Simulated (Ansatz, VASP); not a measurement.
**InP in VASP and in Ansatz**

```
CELL_PARAMETERS angstrom
0.00000 3.07234 2.72129
2.72129 0.00000 2.72129
2.72129 3.07234 0.00000
ATOMIC_POSITIONS crystal
In 0.00000 0.00000 0.00000
P 0.75000 0.75000 0.75000
```

Alike in both runs: task single point; functional LDA; k mesh 12 × 12 × 12; occupations gaussian, width 0.05 eV; no spin polarisation.

|  | VASP | Ansatz |
| --- | --- | --- |
| version | VASP 6.6.1 | Ansatz 0.2.0 |
| potentials or method | VASP PAW LDA potentials, release 64 (In_d, P), cutoff 520 eV | scalar-relativistic, plane waves, PAW |
| valence electrons in the cell | 18 | 18 |

```csv
,VASP,Ansatz,Ansatz less VASP
gap on the k mesh at the Fermi level (eV),0.73,0.70,-0.031
least direct gap on the mesh (eV),0.73,0.70,-0.031
pressure (GPa),6.7,6.7,-0.02
"traceless stress, the component that is largest in VASP (GPa)",-4.26,-4.27,-0.011
```

Ansatz warns that its potentials were made for another functional, while VASP's fit it. LDA's correlation is that of Perdew and Zunger in VASP and of Perdew and Wang (1992) in Ansatz.
